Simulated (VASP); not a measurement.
# GaAs in VASP: relaxation of the atoms with PBE+D3(BJ)

Aim: the relaxation of the atoms of GaAs with PBE+D3(BJ).

All numbers are computed with VASP 6.6.1; they aren't measurements. Logs are shortened: lines on timing, memory, paths and dates and some standing lists are left out, and cuts for length are marked.

## 1. The cell of the first run

The cell holds a slab with vacuum, 4 atoms: a = 4.014 Å, b = 4.014 Å, c = 18.257 Å, α = 90.00°, β = 90.00°, γ = 90.00°.

## 2. Relaxation of the atoms, PBE+D3(BJ)

INCAR

```
SYSTEM = GaAs
ALGO = Fast ; DIPOL = 0.5 0.5 0.500
EDIFF = 1E-6 ; EDIFFG = -0.03
ENCUT = 520 ; GGA = PE
IBRION = 2 ; IDIPOL = 3
ISIF = 2 ; ISMEAR = 0
IVDW = 12 ; LASPH = .TRUE.
LCHARG = .FALSE. ; LDIPOL = .TRUE.
LREAL = .FALSE. ; LWAVE = .FALSE.
NELM = 100 ; NSW = 70
PREC = Accurate ; SIGMA = 0.05
```

KPOINTS

```
k-points
0
G
  7 7 1
  0 0 0
```

POSCAR

```
GaAs
1.0
    4.0137031117      0.0000000000      0.0000000000
    0.0000000000      4.0137031117      0.0000000000
    0.0000000000      0.0000000000     18.2571750319
As Ga
2 2
Selective dynamics
Direct
    0.0000000000      0.5000000000      0.3834109049  F F F
    0.5000000000      0.0000000000      0.5388630317  T T T
    0.5000000000      0.5000000000      0.4611369683  F F F
    0.0000000000      0.0000000000      0.6165890951  T T T
```

Potentials or basis: VASP PAW PBE potentials, release 64 (As, Ga_d).

On the command line:

```
$ cat potpaw_PBE.64/As/POTCAR potpaw_PBE.64/Ga_d/POTCAR > POTCAR
$ mpirun -np 1 vasp_std > vasp.out
```

OUTCAR:

```text
SYSTEM = GaAs
   EDIFF = 1E-6
   EDIFFG = -0.03
   ENCUT = 520
   GGA = PE
   IBRION = 2
   ISIF = 2
   ISMEAR = 0
   IVDW = 12
   LASPH = .TRUE.
   LREAL = .FALSE.
   NELM = 100
   NSW = 70
   PREC = Accurate
 IVDW          = 12

 ion  position               nearest neighbor table
   1  0.000  0.500  0.383-   3 2.46   3 2.46
   2  0.500  0.000  0.539-   4 2.46   4 2.46   3 2.46   3 2.46
   3  0.500  0.500  0.461-   1 2.46   2 2.46   2 2.46   1 2.46
   4  0.000  0.000  0.617-   2 2.46   2 2.46

  LATTYP: Found a simple tetragonal cell.
 ALAT       =     4.0137031117
 C/A-ratio  =     4.5487108846

  Lattice vectors:

 A1 = (   4.0137031117,   0.0000000000,   0.0000000000)
 A2 = (   0.0000000000,   4.0137031117,   0.0000000000)
 A3 = (   0.0000000000,   0.0000000000,  18.2571750319)

Analysis of symmetry for initial positions (statically):
=====================================================================
 Subroutine PRICEL returns:
 Original cell was already a primitive cell.

 Routine SETGRP: Setting up the symmetry group for a
 simple tetragonal supercell.

 Subroutine GETGRP returns: Found  4 space group operations
 (whereof  4 operations were pure point group operations)
 out of a pool of 16 trial point group operations.

The static configuration has the point symmetry C_2v.

Analysis of symmetry for dynamics (positions and initial velocities):
=====================================================================
 Subroutine PRICEL returns:
 Original cell was already a primitive cell.

 Routine SETGRP: Setting up the symmetry group for a
 simple tetragonal supercell.

 Subroutine GETGRP returns: Found  4 space group operations
 (whereof  4 operations were pure point group operations)
 out of a pool of 16 trial point group operations.

The dynamic configuration has the point symmetry C_2v.

Analysis of constrained symmetry for selective dynamics:
=====================================================================
 Subroutine PRICEL returns:
 Original cell was already a primitive cell.

 Routine SETGRP: Setting up the symmetry group for a
 simple tetragonal supercell.

 Subroutine GETGRP returns: Found  4 space group operations
 (whereof  4 operations were pure point group operations)
 out of a pool of 16 trial point group operations.

[... 92 lines left out ...]
   LASPH  =      T    aspherical Exc in radial PAW
   ENCUT  =  520.0 eV  38.22 Ry    6.18 a.u.   7.46  7.46 33.95*2*pi/ulx,y,z
   NELM   =    100;   NELMIN=  2; NELMDL= -5     # of ELM steps
   EDIFF  = 0.1E-05   stopping-criterion for ELM
   LREAL  =      F    real-space projection
   EDIFFG = -.3E-01   stopping-criterion for IOM
   NSW    =     70    number of steps for IOM
   IBRION =      2    ionic relax: 0-MD 1-quasi-New 2-CG
   NFREE  =      1    steps in history (QN), initial steepest desc. (CG)
   ISIF   =      2    stress and relaxation
   ISYM   =      2    0-nonsym 1-usesym 2-fastsym
   POTIM  = 0.5000    time-step for ionic-motion
   TEBEG  =    0.0;   TEEND  =   0.0 temperature during run
   PSTRESS=    0.0 pullay stress
   NELECT =      36.0000    total number of electrons
   NUPDOWN=      -1.0000    fix difference up-down
   EMIN   =  10.00;   EMAX   =-10.00  energy-range for DOS
   EFERMI =   0.00;   METHOD = LEGACY
   ISMEAR =     0;   SIGMA  =   0.05  broadening in eV -4-tet -1-fermi 0-gaus
   EFERMI_NEDOS =   21; number of points for ismear=-14 and -15
   IALGO  =     68    algorithm
   IMIX   =      4    mixing-type and parameters
     AMIX     =   0.40;   BMIX     =  1.00
     AMIX_MAG =   1.60;   BMIX_MAG =  1.00
  volume/ion in A,a.u.               =      73.53       496.20
  Fermi-wavevector in a.u.,A,eV,Ry     =   0.812832  1.536030  8.989320  0.660696
  Thomas-Fermi vector in A             =   1.922447
   LORBIT       =      0    0 simple, 1 ext, 2 COOP (PROOUT), +10 PAW based schemes
   GGA     = PE    functional components
   LHFCALC =     F    Hartree Fock is set to
   AEXX    =    0.0000 exact exchange contribution
   IVDW    =    12    specifies the selected vdW correction
   LEPSILON=     F    determine dielectric tensor
   LRPA    =     F    only Hartree local field effects (RPA)
 conjugate gradient relaxation of ions
 non-spin polarized calculation
 RMM-DIIS sequential band-by-band and
 Gauss-broadening in eV      SIGMA  =   0.05
  energy-cutoff  :      520.00
  volume of cell :      294.12
 maximum number of plane-waves:      7979
 NGX is ok and might be reduce to    30
   NGX = 15   NGY = 15   NGZ = 67

--------------------------------------- Ionic step        1  -------------------------------------------

 number of electron      36.0000011 magnetization

 Free energy of the ion-electron system (eV)
  ---------------------------------------------------
  ext. energy  EPLUGINS =         0.00000000
  ---------------------------------------------------
  free energy    TOTEN  =       -13.72645543 eV

  energy without entropy =      -13.71841875  energy(sigma->0) =      -13.72243709

------------------------ aborting loop because EDIFF is reached ----------------------------------------

 Edisp (eV)   -0.84039

 E8    (eV) :    -0.3941
[... 327 lines left out ...]
--------------------------------------- Ionic step        9  -------------------------------------------

 number of electron      36.0000013 magnetization

 dipolmoment           0.000000      0.000000     -0.112122 electrons x Angstroem

 Free energy of the ion-electron system (eV)
  ---------------------------------------------------
  ext. energy  EPLUGINS =         0.00000000
  ---------------------------------------------------
  free energy    TOTEN  =       -13.77663535 eV

  energy without entropy =      -13.77110321  energy(sigma->0) =      -13.77386928

 E-fermi :  -2.2461     XC(G=0):  -3.9570

 val. band max:       -2.2590908292   @ k =   0.1429   0.1429   0.0000
 cond. band min:      -2.2193244069   @ k =   0.2857   0.2857   0.0000
 fundamental gap:      0.0397664223
 Fermi energy:        -2.2461491343

 k-point     1 :       0.0000    0.0000    0.0000
  band No.  band energies     occupation
      1     -17.1420      2.00000
      2     -17.0675      2.00000
      3     -17.0299      2.00000
      4     -17.0186      2.00000
      5     -16.9951      2.00000
      6     -16.6584      2.00000
[... 389 lines left out ...]
     21       0.7625      0.00000
     22       1.1456      0.00000

------------------------ aborting loop because EDIFF is reached ----------------------------------------

 vacuum level on the upper side and lower side of the slab       (xc-potential included)        -0.724         0.598

 Edisp (eV)   -0.82591

 E8    (eV) :    -0.3866

  FORCE on cell =-STRESS in cart. coord.  units (eV):
  Direction    XX          YY          ZZ          XY          YZ          ZX
  --------------------------------------------------------------------------------------
  -------------------------------------------------------------------------------------
  Total      -0.68812    -1.97711    -0.46506     0.00000     0.00000     0.00000
  in kB      -3.74846   -10.77005    -2.53334     0.00000     0.00000     0.00000
  external pressure =       -5.68 kB  Pullay stress =        0.00 kB
[... 19 lines left out ...]
  FREE ENERGIE OF THE ION-ELECTRON SYSTEM (eV)
  ---------------------------------------------------
  free  energy   TOTEN  =       -14.6025473345 eV

  energy  without entropy=      -14.5970152038  energy(sigma->0) =      -14.59978127

 reached required accuracy - stopping structural energy minimisation

 vacuum level on the upper side and lower side of the slab         1.974         3.336
```

It took 11 min on 1 thread of Oxide Virtual Turin-like, shared host; peak memory 0.39 GiB.

What came out:

* Free energy: -14.6025 eV
* Energy gained by relaxing: 8.9 meV/atom
* Ionic steps: 9
* Band gap on the k mesh: zero (bands 18 and 19 overlap by 0.46 eV)
* Dispersion energy per atom: -0.206 eV

The path:
| step | energy change (eV) | largest force on free atoms (eV/Å) | pressure (GPa) |
| --- | --- | --- | --- |
| 1 | 0.0000 | 0.4483 | -0.13 |
| 2 | -0.0093 | 0.3214 | -0.17 |
| 3 | -0.0225 | 0.3132 | -0.27 |
| 4 | -0.0295 | 0.2009 | -0.36 |
| 5 | -0.0345 | 0.0605 | -0.48 |
| 6 | -0.0309 | 0.2106 | -0.70 |
| 7 | -0.0354 | 0.0640 | -0.55 |
| 8 | -0.0354 | 0.0686 | -0.55 |
| 9 | -0.0357 | 0.0183 | -0.57 |

Final structure:
```yaml
crystal:
  lattice:
    - [4.01370, 0.00000, 0.00000]
    - [0.00000, 4.01370, 0.00000]
    - [0.00000, 0.00000, 18.25718]
  atoms:
    - { symbol: As, position: [0.00000, 0.50000, 0.38341] }
    - { symbol: As, position: [0.50000, 0.00000, 0.54570] }
    - { symbol: Ga, position: [0.50000, 0.50000, 0.46114] }
    - { symbol: Ga, position: [0.00000, 0.00000, 0.62322] }
```

Levels at points of the mesh, in eV from the Fermi level:
| k point | band 16 | band 17 | band 18 | band 19 | band 20 | band 21 |
| --- | --- | --- | --- | --- | --- | --- |
| (0.00, 0.00, 0.00) | -1.50 | -0.38 | 0.43 | 0.84 | 2.05 | 2.42 |

The gap in the log of VASP goes by the Fermi energy; the results here count the filled bands.